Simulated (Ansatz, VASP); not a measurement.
Sn2TeAs2: VASP beside Ansatz

```
CELL_PARAMETERS angstrom
5.36328 0.00000 0.00000
-2.68164 4.64473 0.00000
0.00000 0.00000 5.81428
ATOMIC_POSITIONS crystal
Sn 0.33333 0.66667 0.00000
Sn 0.66667 0.33333 0.00000
Te 0.00000 0.00000 0.00000
As 0.33333 0.66667 0.50000
As 0.66667 0.33333 0.50000
```

Alike in both runs: functional PBE; k mesh 12 × 12 × 6; occupations gaussian, width 0.1 eV; no spin polarisation.

Ansatz relaxed the structure, and its values are those at the end. VASP's run is a single point on that final structure, the one shown.

|  | VASP | Ansatz |
| --- | --- | --- |
| version | VASP 6.6.1 | Ansatz 0.2.0 |
| potentials or method | VASP PAW PBE potentials, release 64 (Sn_d, Te, As), cutoff 520 eV | scalar-relativistic, plane waves, PAW |
| valence electrons in the cell | 44 | 74 |

|  | VASP | Ansatz | Ansatz less VASP |
| --- | --- | --- | --- |
| gap on the k mesh at the Fermi level (eV) | none | none | - |
| pressure (GPa) | 0.0 | 0.0 | +0.01 |

A gap of «none» marks a metal or a gap that the smearing closes. VASP's potentials hold 44 valence electrons a cell and Ansatz's 74, so a difference there can come from the potentials and not from the codes.

Spin-orbit coupling is off throughout.
